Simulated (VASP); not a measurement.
# W (Im-3m) in VASP: notebook

W is run at these levels: PBE, PBEsol; tasks: single point.

Everything below comes from runs of VASP 6.6.1. Logs are shortened: lines on timing, memory, paths and dates and some standing lists are left out, and cuts for length are marked.

## Step 1: The cell of the first run

The structure is cubic, space group Im-3m (No. 229). The conventional cell has a = 3.165 Å, b = 3.165 Å, c = 3.165 Å, α = 90.00°, β = 90.00°, γ = 90.00°. Within 3.6 Å of W (site symmetry m-3m) lie 14 W at 2.74 to 3.16 Å.

## Step 2: Single point, PBE, non-collinear spin, zero start, spin-orbit coupling

Contents of INCAR:

```
SYSTEM = W
  ALGO = Fast
  EDIFF = 1E-6
  ENCUT = 520
  GGA = PE
  GGA_COMPAT = .False.
  ISIF = 2
  ISMEAR = -1
  LASPH = .True.
  LCHARG = .False.
  LMAXMIX = 4
  LORBIT = 11
  LORBMOM = .True.
  LREAL = .False.
  LSORBIT = .True.
  LWAVE = .False.
  MAGMOM = 0 0 0
  NBANDS = 25
  NELM = 150
  PREC = Accurate
  SIGMA = 0.05
```

Contents of KPOINTS:

```
k-points
0
Gamma
  12 12 12
  0 0 0
```

Contents of POSCAR:

```
W
1.0
   -1.5823450000      1.5823450000      1.5823450000
    1.5823450000     -1.5823450000      1.5823450000
    1.5823450000      1.5823450000     -1.5823450000
W
1
Direct
    0.0000000000      0.0000000000      0.0000000000
```

Potentials or basis: VASP PAW PBE potentials, release 64 (W_sv).

The run is started by

```
$ cat potpaw_PBE.64/W_sv/POTCAR > POTCAR
$ mpirun -np 1 vasp_ncl > vasp.out
```

OUTCAR:

```text
SYSTEM = W
   EDIFF = 1E-6
   ENCUT = 520
   GGA = PE
   ISIF = 2
   ISMEAR = -1
   LASPH = .True.
   LORBIT = 11
   LREAL = .False.
   LSORBIT = .True.
   NELM = 150
   PREC = Accurate

 ion  position               nearest neighbor table
   1  0.000  0.000  0.000-

  LATTYP: Found a body centered cubic cell.
 ALAT       =     3.1646900000

  Lattice vectors:

 A1 = (  -1.5823450000,   1.5823450000,   1.5823450000)
 A2 = (   1.5823450000,  -1.5823450000,   1.5823450000)
 A3 = (   1.5823450000,   1.5823450000,  -1.5823450000)

Analysis of symmetry for initial positions (statically):
=====================================================================
 Subroutine PRICEL returns:
 Original cell was already a primitive cell.

 Routine SETGRP: Setting up the symmetry group for a
 body centered cubic supercell.

 Subroutine GETGRP returns: Found 48 space group operations
 (whereof 48 operations were pure point group operations)
 out of a pool of 48 trial point group operations.

The static configuration has the point symmetry O_h .

Analysis of symmetry for dynamics (positions and initial velocities):
=====================================================================
 Subroutine PRICEL returns:
 Original cell was already a primitive cell.

 Routine SETGRP: Setting up the symmetry group for a
 body centered cubic supercell.

 Subroutine GETGRP returns: Found 48 space group operations
 (whereof 48 operations were pure point group operations)
 out of a pool of 48 trial point group operations.

The dynamic configuration has the point symmetry O_h .

Analysis of structural, dynamic, and magnetic symmetry:
=====================================================================
 Subroutine PRICEL returns:
 Original cell was already a primitive cell.

 Routine SETGRP: Setting up the symmetry group for a
 body centered cubic supercell.

 Subroutine GETGRP returns: Found 48 space group operations
 (whereof 48 operations were pure point group operations)
 out of a pool of 48 trial point group operations.

The overall configuration has the point symmetry O_h .

 Subroutine INISYM returns: Found 48 space group operations
 (whereof 48 operations are pure point group operations),
 and found     1 'primitive' translations

[... 142 lines left out ...]

 E-fermi :  11.3850     XC(G=0): -13.6416

 val. band max:       11.3752266815   @ k =  -0.1667   0.1667   0.0833
 cond. band min:      11.5070157757   @ k =   0.1667   0.0000   0.0000
 fundamental gap:      0.1317890942
 Fermi energy:        11.3850042433

 k-point     1 :       0.0000    0.0000    0.0000
  band No.  band energies     occupation
      1     -62.7461      1.00000
      2     -62.7461      1.00000
      3     -32.4109      1.00000
      4     -32.4109      1.00000
      5     -23.4006      1.00000
      6     -23.4006      1.00000
[... 661 lines left out ...]
     24      23.6682      0.00000
     25      27.5641      0.00000

 [... further k-points ...]
[... 5 lines left out ...]
  --------------------------------------------------------------------------------------
  -------------------------------------------------------------------------------------
  Total        0.7298558      0.7298558      0.7298558      0.0000000      0.0000000     -0.0000000
  in kB       73.7877242     73.7877242     73.7877242      0.0000000      0.0000000     -0.0000000
  external PRESSURE =      73.7877242 kB  Pullay stress =       0.0000000 kB

 VOLUME and BASIS-vectors are now :
 -----------------------------------------------------------------------------
  energy-cutoff  :      520.00
  volume of cell :       15.85
      direct lattice vectors                 reciprocal lattice vectors
    -1.582345000  1.582345000  1.582345000     0.000000000  0.315986716  0.315986716
     1.582345000 -1.582345000  1.582345000     0.315986716  0.000000000  0.315986716
     1.582345000  1.582345000 -1.582345000     0.315986716  0.315986716  0.000000000

 POSITION                                       TOTAL-FORCE (eV/Angst)
 -----------------------------------------------------------------------------------
      0.00000      0.00000      0.00000        -0.000000     -0.000000      0.000000
 -----------------------------------------------------------------------------------
    total drift:                                0.000000     -0.000000      0.000000

  FREE ENERGIE OF THE ION-ELECTRON SYSTEM (eV)
  ---------------------------------------------------
  free  energy   TOTEN  =       -13.7748012908 eV

  energy  without entropy=      -13.7701385333  energy(sigma->0) =      -13.77246991

 orbital moment (x)

 # of ion     p       d       tot
 ----------------------------------------
  1         0.000   0.000   0.000
 ----------------------------------------
            0.000   0.000   0.000

 orbital moment (y)

 # of ion     p       d       tot
 ----------------------------------------
  1         0.000   0.000   0.000
 ----------------------------------------
            0.000   0.000   0.000

 orbital moment (z)

 # of ion     p       d       tot
 ----------------------------------------
  1         0.000   0.000   0.000
 ----------------------------------------
            0.000   0.000   0.000

 Spin-Orbit-Coupling matrix elements

 Ion:    1  E_soc:     -1.6317745
 l=   1
     0.0000000    -0.2285134    -0.2285134
    -0.2285134     0.0000000    -0.2285134
    -0.2285134    -0.2285134     0.0000000
 l=   2
     0.0000000    -0.0113867     0.0000000    -0.0113867    -0.0320624
    -0.0113867     0.0000000    -0.0240468    -0.0113867    -0.0080156
     0.0000000    -0.0240468     0.0000000    -0.0240468     0.0000000
    -0.0113867    -0.0113867    -0.0240468     0.0000000    -0.0080156
    -0.0320624    -0.0080156     0.0000000    -0.0080156     0.0000000
 l=   3
     0.0000000     0.0000000     0.0000000     0.0000000     0.0000000     0.0000000     0.0000000
     0.0000000     0.0000000     0.0000000     0.0000000     0.0000000     0.0000000     0.0000000
     0.0000000     0.0000000     0.0000000     0.0000000     0.0000000     0.0000000     0.0000000
     0.0000000     0.0000000     0.0000000     0.0000000     0.0000000     0.0000000     0.0000000
     0.0000000     0.0000000     0.0000000     0.0000000     0.0000000     0.0000000     0.0000000
     0.0000000     0.0000000     0.0000000     0.0000000     0.0000000     0.0000000     0.0000000
     0.0000000     0.0000000     0.0000000     0.0000000     0.0000000     0.0000000     0.0000000

 total charge

# of ion       s       p       d       tot
------------------------------------------
    1        2.402   6.349   3.359  12.110

 magnetization (x)

# of ion       s       p       d       tot
------------------------------------------
    1       -0.000   0.000   0.000   0.000

 magnetization (y)

# of ion       s       p       d       tot
------------------------------------------
    1        0.000  -0.000   0.000  -0.000

 magnetization (z)

# of ion       s       p       d       tot
------------------------------------------
    1       -0.000   0.000   0.000   0.000
```

OSZICAR:

```text
N       E                     dE             d eps       ncg     rms          rms(c)
DAV:   1     0.138059446089E+03    0.13806E+03   -0.74330E+03  3624   0.131E+03
DAV:   2    -0.970126512755E+01   -0.14776E+03   -0.14218E+03  3998   0.407E+02
DAV:   3    -0.143676679886E+02   -0.46664E+01   -0.46102E+01  3973   0.726E+01
DAV:   4    -0.144004123013E+02   -0.32744E-01   -0.32713E-01  4088   0.630E+00
DAV:   5    -0.144007626978E+02   -0.35040E-03   -0.35039E-03  3976   0.627E-01    0.208E+01
RMM:   6    -0.139079717628E+02    0.49279E+00   -0.42901E-01  3881   0.639E+00    0.875E+00
RMM:   7    -0.137778821131E+02    0.13009E+00   -0.31123E-01  3945   0.543E+00    0.211E+00
RMM:   8    -0.137768827557E+02    0.99936E-03   -0.12146E-02  4367   0.134E+00    0.660E-01
RMM:   9    -0.137750885586E+02    0.17942E-02   -0.32488E-03  4418   0.646E-01    0.348E-01
RMM:  10    -0.137748201491E+02    0.26841E-03   -0.49533E-04  4264   0.264E-01    0.667E-02
RMM:  11    -0.137748025218E+02    0.17627E-04   -0.14273E-04  4376   0.148E-01    0.374E-02
RMM:  12    -0.137748019627E+02    0.55908E-06   -0.19737E-05  4463   0.604E-02    0.196E-02
RMM:  13    -0.137748008971E+02    0.10657E-05   -0.23868E-06  3796   0.202E-02    0.115E-03
RMM:  14    -0.137748012908E+02   -0.39367E-06   -0.37710E-07  3124   0.810E-03
   1 F= -.13774801E+02 E0= -.13772470E+02  d E =-.466276E-02  mag=    -0.0000     0.0000    -0.0000
```

stdout:

```text
POSCAR found type information on POSCAR W
 POSCAR found :  1 types and       1 ions
 scaLAPACK will be used
 LDA part: xc-table for (Slater+PW92), standard interpolation
 POSCAR, INCAR and KPOINTS ok, starting setup
 FFT: planning ... GRIDC
 FFT: planning ... GRID_SOFT
 FFT: planning ... GRID
 WAVECAR not read
 entering main loop
```

Wall time 46 s (1 thread of Intel Xeon Platinum 8488C (Sapphire Rapids), shared host); peak memory 0.18 GiB.

What came out:

| Quantity | Value |
| --- | --- |
| Free energy | -13.7748 eV |
| Pressure | 7.4 GPa |
| Net moment | 0.00 μB per cell |
| Valence electrons inside the program's atomic spheres | W 12.11 |

Moments on the atoms (μB; x, y, z):
```
W   0.00 0.00 0.00
```

## Step 3: Single point, PBEsol (volume scaled by 0.94)

Contents of INCAR:

```
ALGO = Normal
EDIFF = 1E-6
ENCUT = 520
GGA = PS
ISIF = 2
ISMEAR = -1
LASPH = True
LCHARG = True
LELF = True
LREAL = False
LVHAR = True
LWAVE = False
NBANDS = 13
NELM = 60
PREC = Accurate
SIGMA = 0.05
```

Contents of KPOINTS:

```
k-points
0
Gamma
  12 12 12
```

Contents of POSCAR:

```
W
1.0
   -1.5500431812      1.5500431812      1.5500431812
    1.5500431812     -1.5500431812      1.5500431812
    1.5500431812      1.5500431812     -1.5500431812
W
1
Direct
    0.0000000000      0.0000000000      0.0000000000
```

Potentials or basis: VASP PAW PBE potentials, release 64 (W_sv).

The run is started by

```
$ cat potpaw_PBE.64/W_sv/POTCAR > POTCAR
$ mpirun -np 1 vasp_std > vasp.out
```

Run time: 4.5 s. Hardware: 1 thread of Intel Xeon 6975P-C (Granite Rapids), shared host; peak memory 0.13 GiB.

Results (log left out):

| Property | Result |
| --- | --- |
| Free energy | -13.7584 eV |
| Pressure | 19.3 GPa |
| Band gap on the k mesh | zero (band 7 reaches 17.85 eV, above the bottom of band 8 at 10.86 eV) |

Levels at points of the mesh, in eV from the Fermi level:
```tsv
k point	band 3	band 4	band 5	band 6	band 7	band 8	band 9	band 10	band 11	band 12
(0.00, 0.00, 0.00)	-37.49	-37.49	-9.98	-1.32	-1.32	-1.32	2.41	2.41	14.69	14.69
(0.50, 0.00, 0.00)	-38.00	-37.51	-6.69	-3.87	0.95	2.35	3.41	6.78	11.67	12.15
(0.50, 0.50, 0.50)	-38.59	-38.59	-6.36	-6.36	5.67	5.67	5.67	8.80	8.80	8.80
```

Caveat: the PAW data sets were made with another functional, which shifts forces and pressure a little; spin-orbit coupling is left out, which moves the levels of the heavy elements.

## Step 4: Single point, PBEsol (volume scaled by 0.98)

Contents of INCAR:

```
SYSTEM = W
PREC = Accurate ; ENCUT = 520
EDIFF = 1E-6 ; ISMEAR = -1
SIGMA = 0.05 ; LREAL = .False.
LASPH = .True. ; NELM = 100
ALGO = Fast ; ISIF = 2
LWAVE = .False. ; LCHARG = .True.
GGA = PS ; LELF = .True.
LVHAR = .True. ; NBANDS = 13
```

Contents of KPOINTS:

```
Automatic mesh
0
Gamma
  12 12 12
  0 0 0
```

Contents of POSCAR:

```
W
1.0
   -1.5717249149      1.5717249149      1.5717249149
    1.5717249149     -1.5717249149      1.5717249149
    1.5717249149      1.5717249149     -1.5717249149
W
1
Direct
    0.0000000000      0.0000000000      0.0000000000
```

The run is started by

```
$ cat potpaw_PBE.64/W_sv/POTCAR > POTCAR
$ mpirun -np 1 vasp_std > vasp.out
```

Wall time 5.6 s (1 thread of Intel Xeon 6975P-C (Granite Rapids), shared host); peak memory 0.13 GiB.

Results (log left out):

* Free energy: -13.8042 eV
* Pressure: 4.1 GPa
* Band gap on the k mesh: zero (band 7 reaches 16.90 eV, above the bottom of band 8 at 10.30 eV)

Levels at points of the mesh, in eV from the Fermi level:
```tsv
k point	band 3	band 4	band 5	band 6	band 7	band 8	band 9	band 10	band 11	band 12
(0.00, 0.00, 0.00)	-37.58	-37.58	-9.70	-1.20	-1.20	-1.20	2.35	2.35	14.65	14.65
(0.50, 0.00, 0.00)	-38.02	-37.58	-6.36	-3.61	0.84	2.26	3.27	6.42	11.48	11.62
(0.50, 0.50, 0.50)	-38.54	-38.54	-5.95	-5.95	5.40	5.40	5.40	8.49	8.49	8.49
```

Caveat: the PAW data sets were made with another functional, which shifts forces and pressure a little; spin-orbit coupling is left out, which moves the levels of the heavy elements.

## Step 5: Summary

```tsv
level	spin	cell	gap on the mesh (eV)	pressure (GPa)
PBE	non-collinear, zero start, SOC	a = 2.741 Å, angles 109.5°, 1 atom	-	7.4
PBEsol	off	a = 2.685 Å, angles 109.5°, 1 atom	none	19.3
PBEsol	off	a = 2.722 Å, angles 109.5°, 1 atom	none	4.1
```

Alike in all rows: task single point; potentials or basis VASP PAW PBE potentials, release 64 (W_sv); k mesh 12 × 12 × 12; cutoff (eV) 520; smearing fermi-dirac 0.05 eV.

Caveats: the PAW data sets were made with another functional, which shifts forces and pressure a little (some runs); spin-orbit coupling is left out, which moves the levels of the heavy elements (some runs).

Absolute energies hang on the potentials; compare differences alone.
